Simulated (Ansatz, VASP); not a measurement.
# One calculation of TaH3Br2, two programs

```
Ta H Br
1.0
     3.18013   -3.73551    0.00000
     3.18013    3.73551    0.00000
     0.00000    0.00000    3.21463
Ta H Br
1 3 2
Direct
  0.00000 0.00000 0.00000
  0.70451 0.70451 0.00000
  0.29549 0.29549 0.00000
  0.50000 0.50000 0.50000
  0.00000 0.50000 0.50000
  0.50000 0.00000 0.50000
```

Change from the starting cell: species swapped into the LaAl2Ag3 type (Cmmm, No. 65).

Alike in both runs: functional PBE; k mesh 4 × 4 × 6; occupations gaussian, width 0.1 eV; no spin polarisation.

Ansatz relaxed the structure, and its values are those at the end. VASP's run is a single point on that final structure, the one shown.

```csv
,VASP,Ansatz
version,VASP 6.6.1,Ansatz 0.2.0
potentials or method,"VASP PAW PBE potentials, release 64 (Ta_pv, H, Br), cutoff 520 eV","scalar-relativistic, plane waves, PAW"
valence electrons in the cell,28,30
```

|  | VASP | Ansatz | Ansatz less VASP |
| --- | --- | --- | --- |
| gap on the k mesh at the Fermi level (eV) | none | none | - |
| pressure (GPa) | -0.2 | -0.2 | +0.01 |
| rms of the force components (eV/Å) | 0.001 | 0.003 | +0.0022 |

A gap of «none» marks a metal or a gap that the smearing closes. VASP's potentials hold 28 valence electrons a cell and Ansatz's 30, so a difference there can come from the potentials and not from the codes.

Spin-orbit coupling is off throughout.
